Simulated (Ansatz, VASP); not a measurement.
**One calculation of GaCo3Pb, two programs**

Contents of INCAR:

```
ALGO = Normal ; EDIFF = 1E-7
EDIFFG = -0.04 ; ENCUT = 600
GGA = PE ; IBRION = 2
ISIF = 3 ; ISMEAR = 0
ISPIN = 2 ; LASPH = T
LCHARG = F ; LMAXMIX = 4
LORBIT = 11 ; LREAL = F
LWAVE = F ; MAGMOM = 0 0.86 0.86 0.86 0
NELM = 150 ; NSW = 90
PREC = Accurate ; SIGMA = 0.1
```

The input KPOINTS:

```
k-points
0
Gamma
  4 4 4
```

Contents of POSCAR:

```
GaCo3Pb
1.0
    4.2063572436      0.0000000000      0.0000000000
    0.0000000000      4.2063572436      0.0000000000
    0.0000000000      0.0000000000      4.2063572436
Ga Co Pb
1 3 1
Direct
    0.0000000000      0.0000000000      0.0000000000
    0.0000000000      0.5000000000      0.5000000000
    0.5000000000      0.0000000000      0.5000000000
    0.5000000000      0.5000000000      0.0000000000
    0.5000000000      0.5000000000      0.5000000000
```

Input for Ansatz:

```yaml
crystal:
  lattice:
    - [4.2063572436, 0.0, 0.0]
    - [0.0, 4.2063572436, 0.0]
    - [0.0, 0.0, 4.2063572436]
  atoms:
    - { symbol: Ga, position: [0.0, 0.0, 0.0] }
    - { symbol: Co, position: [0.0, 0.5, 0.5], spin: 0.86 }
    - { symbol: Co, position: [0.5, 0.0, 0.5], spin: 0.86 }
    - { symbol: Co, position: [0.5, 0.5, 0.0], spin: 0.86 }
    - { symbol: Pb, position: [0.5, 0.5, 0.5] }
basis:
  ecutwfc: 420
kpoints:
  mp_grid: { grid: [4, 4, 4] }
hamiltonian:
  xc: pbe
scf:
  occupations: { method: gaussian, width: 0.1 }
  lower_state_search: "off"
output:
  forces: true
  stress: true
  eigenvalues: true
  populations: true
magnetization:
  spin_polarized: true
relax:
  adjacent_minimum: "off"
  f_tol: 0.04
  max_steps: 70
  cell: { stress_tol: 0.4 }
```

Alike in both runs: task relaxation of cell and atoms; functional PBE; k mesh 4 × 4 × 4; occupations gaussian, width 0.1 eV; collinear spin.

|  | VASP | Ansatz |
| --- | --- | --- |
| version | VASP 6.6.1 | Ansatz 0.2.0 |
| potentials or method | VASP PAW PBE potentials, release 64 (Ga_d, Co, Pb_d), cutoff 600 eV | scalar-relativistic, plane waves, PAW |
| valence electrons in the cell | 54 | 78 |

|  | VASP | Ansatz | Ansatz less VASP |
| --- | --- | --- | --- |
| gap on the k mesh at the Fermi level, each at its own relaxed structure (eV) | none | none | - |
| net moment per atom (μB) | 0.04 | 1.00 | +0.965 |
| size of the moment on the site where the two differ most (μB) | 0.08 | 1.67 | +1.592 |
| relaxed volume (Å³/atom) | 21.26 | 22.91 | +1.651 |
| relaxed cell length with the largest relative difference (Å) | 4.737 | 4.857 | +0.1196 |

The net moments are unlike, so the other rows may belong to different states. Site moments also hang on the region over which each program counts them. A gap of «none» marks a metal or a gap that the smearing closes. VASP's potentials hold 54 valence electrons a cell and Ansatz's 78, so a difference there can come from the potentials and not from the codes. Ansatz's warnings: cell relax basis refresh.

The k mesh is coarse, so the values compare programs but aren't converged. Spin-orbit coupling is off throughout. Noted on VASP's run: the volume moved by over 15 % at a fixed basis, so the end points are rough.
